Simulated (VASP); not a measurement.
The system is AlRu.

```
CELL_PARAMETERS angstrom
2.99160 0.00000 0.00000
0.00000 2.99160 0.00000
0.00000 0.00000 2.99160
ATOMIC_POSITIONS crystal
Ru 0.50000 0.50000 0.50000
Al 0.00000 0.00000 0.00000
```

Base run:

```yaml
Program: VASP 6.6.1
Functional: PBE
Potentials_or_basis: VASP PAW PBE potentials, release 64 (Ru_pv, Al)
Cutoff: 500 eV
k_mesh: 8 × 8 × 8
Occupations: fermi-dirac, width 0.05 eV
Spin: no spin polarisation
```

Its results: band gap on the k mesh zero (an odd number of electrons rules out a gap without spin polarisation); pressure 2.9 GPa.

Problem. The run is repeated on the same cell with these changes: functional from PBE to PBE0; cutoff from 500 eV to 520 eV; k mesh from 8 × 8 × 8 to 6 × 6 × 6. What comes out?

Solution. Band gap on the k mesh zero (an odd number of electrons rules out a gap without spin polarisation); pressure -4.5 GPa.

Several settings changed at once.

Caveats: the cell stands under tension (at least some runs); the PAW data sets were made with another functional, which shifts forces and pressure a little (at least some runs).
